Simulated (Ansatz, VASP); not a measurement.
# One calculation of CdH2O2, two programs

The input INCAR:

```
ALGO     = Normal         # electronic algorithm
EDIFF    = 1E-6           # SCF threshold, eV
ENCUT    = 520            # plane-wave cutoff, eV
GGA      = PS             # functional
ISIF     = 2              # what is computed and relaxed
ISMEAR   = 0              # smearing method
LASPH    = True           # aspherical terms in the spheres
LCHARG   = False          # write CHGCAR
LREAL    = False          # projectors in reciprocal space
LWAVE    = False          # write WAVECAR
NBANDS   = 21             # bands
NELM     = 80             # most SCF steps
PREC     = Accurate       # precision mode
SIGMA    = 0.05           # smearing width, eV
```

File KPOINTS:

```
k-points
0
Gamma
  9 9 6
```

Contents of POSCAR:

```
CdH2O2
1.0
    3.4627930753      0.0000000000      0.0000000000
   -1.7313965376      2.9988667712      0.0000000000
    0.0000000000      0.0000000000      4.6429792900
Cd H O
1 2 2
Direct
    0.0000000000      0.0000000000      0.0000000000
    0.6666666667      0.3333333333      0.5509607200
    0.3333333333      0.6666666667      0.4490392800
    0.6666666667      0.3333333333      0.7593720000
    0.3333333333      0.6666666667      0.2406280000
```

Input for Ansatz:

```yaml
crystal:
  lattice:
    - [3.4627930753, 0.0, 0.0]
    - [-1.7313965376, 2.9988667712, 0.0]
    - [0.0, 0.0, 4.64297929]
  atoms:
    - { symbol: Cd, position: [0.0, 0.0, 0.0] }
    - { symbol: H, position: [0.6666666667, 0.3333333333, 0.55096072] }
    - { symbol: H, position: [0.3333333333, 0.6666666667, 0.44903928] }
    - { symbol: O, position: [0.6666666667, 0.3333333333, 0.759372] }
    - { symbol: O, position: [0.3333333333, 0.6666666667, 0.240628] }
basis:
  ecutwfc: 420
kpoints:
  mp_grid: { grid: [9, 9, 6] }
hamiltonian:
  xc: pbesol
scf:
  occupations: { method: gaussian, width: 0.05 }
output:
  forces: true
  stress: true
  eigenvalues: true
```

Change from the starting cell: strain -0.015 along x and y, +0.000 along z, atoms carried along.

Alike in both runs: task single point; functional PBEsol; k mesh 9 × 9 × 6; occupations gaussian, width 0.05 eV; no spin polarisation.

|  | VASP | Ansatz |
| --- | --- | --- |
| version | VASP 6.6.1 | Ansatz 0.2.0 |
| potentials or method | VASP PAW PBE potentials, release 64 (Cd, H, O), cutoff 520 eV | scalar-relativistic, plane waves, PAW |
| valence electrons in the cell | 26 | 34 |

Ansatz gave:

| Property | Result |
| --- | --- |
| gap on the k mesh at the Fermi level (eV) | 1.70 |
| least direct gap on the mesh (eV) | 2.01 |
| pressure (GPa) | 2.3 |
| traceless stress, the component that is largest in VASP (GPa) | 0.68 |
| rms of the force components (eV/Å) | 0.238 |

Task: What did VASP give for the same quantities?

Result: gap on the k mesh at the Fermi level (eV): 1.68; least direct gap on the mesh (eV): 2.00; pressure (GPa): 3.3; traceless stress, the component that is largest in VASP (GPa): 1.08; rms of the force components (eV/Å): 0.290.

VASP's potentials were made for PBE, not for PBEsol. Atom by atom the forces differ by 0.056 eV/Å (rms over components). VASP's potentials hold 26 valence electrons a cell and Ansatz's 34, so a difference there can come from the potentials and not from the codes.
